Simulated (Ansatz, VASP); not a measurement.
# Two plane-wave programs on Te

```
Te
1.0
     3.04674    0.00000    0.00000
     0.00000    3.04674    0.00000
     0.00000    0.00000    3.04674
Te
1
Direct
  0.00000 0.00000 0.00000
```

Alike in both runs: task single point; functional LDA; k mesh 11 × 11 × 11; occupations fermi-dirac, width 0.1 eV; no spin polarisation.

|  | VASP | Ansatz |
| --- | --- | --- |
| version | VASP 6.6.1 | Ansatz 0.2.0 |
| potentials or method | VASP PAW LDA potentials, release 64 (Te), cutoff 520 eV | plane waves (420 eV) with PAW, scalar-relativistic |
| valence electrons in the cell | 6 | 16 |

|  | VASP | Ansatz | Ansatz less VASP |
| --- | --- | --- | --- |
| pressure (GPa) | 6.4 | 6.2 | -0.21 |

Ansatz warns that its potentials were made for another functional, while VASP's fit it. LDA's correlation is that of Perdew and Zunger in VASP and of Perdew and Wang (1992) in Ansatz. VASP's potentials hold 6 valence electrons a cell and Ansatz's 16, so a difference there can come from the potentials and not from the codes.

Spin-orbit coupling is off throughout.
